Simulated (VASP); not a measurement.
# CdSe: single point with PBEsol

CdSe:

```
CELL_PARAMETERS angstrom
0.00000 3.04132 3.04132
3.04132 0.00000 3.04132
3.04132 3.04132 0.00000
ATOMIC_POSITIONS crystal
Cd 0.00000 0.00000 0.00000
Se 0.25000 0.25000 0.25000
```

| Quantity | Value |
| --- | --- |
| Program | VASP 6.6.1 |
| Task | single point |
| Functional | PBEsol |
| Potentials or basis | VASP PAW PBE potentials, release 64 (Cd, Se) |
| Cutoff | 520 eV |
| k mesh | 8 × 8 × 8 |
| Occupations | fermi-dirac, width 0.05 eV |
| Spin | no spin polarisation |

```json
{
 "Pressure": "0.3 GPa",
 "Band gap on the k mesh": "0.48 eV, direct"
}
```

Levels at points of the mesh, in eV from the valence-band top:
```tsv
k point	band 7	band 8	band 9	band 10	band 11	band 12
(0.00, 0.00, 0.00)	0.00	0.00	0.00	0.48	5.85	5.85
(0.50, 0.00, 0.00)	-4.45	-0.76	-0.76	2.29	6.36	6.36
(0.50, 0.50, 0.00)	-4.13	-1.88	-1.88	3.00	3.67	8.98
```

Run time: 14 s on 1 thread of Intel Xeon 6975P-C (shared host), peak memory 0.18 GiB.

Caveat: the PAW data sets were made with another functional, which shifts forces and pressure a little.
